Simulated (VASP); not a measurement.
Input of a VASP 6.6.1 run:

Contents of INCAR:

```
ALGO = Normal ; EDIFF = 1E-6
ENCUT = 520 ; GGA = PE
ISIF = 2 ; ISMEAR = 0
LASPH = T ; LCHARG = T
LELF = T ; LREAL = F
LVHAR = T ; LWAVE = F
NBANDS = 15 ; NELM = 100
PREC = Accurate ; SIGMA = 0.01
```

Contents of KPOINTS:

```
k-points
0
Gamma
  4 4 4
```

Contents of POSCAR:

```
BaS
1.0
    0.0820874479      3.2296474043      3.2296474043
    3.2296474043      0.0820874479      3.2296474043
    3.2296474043      3.2296474043      0.0820874479
Ba S
1 1
Direct
    0.0000000000      0.0000000000      0.0000000000
    0.5000000000      0.5000000000      0.5000000000
```

Potentials or basis: VASP PAW PBE potentials, release 64 (Ba_sv, S).

Launch:

```bash
$ cat potpaw_PBE.64/Ba_sv/POTCAR potpaw_PBE.64/S/POTCAR > POTCAR
$ mpirun -np 1 vasp_std > vasp.out
```

(1) Predict the pressure.

(2) What does it give for the band gap on the k mesh?

## Answers

(1) 1.7 GPa.

(2) 2.05 eV (least direct gap 2.19 eV).

Caveat: the k points lie up to 0.43 Å⁻¹ apart; the cell differs from its parent crystal (epitaxial 111 strain -2.0%); spin-orbit coupling is left out, which moves the levels of the heavy elements.
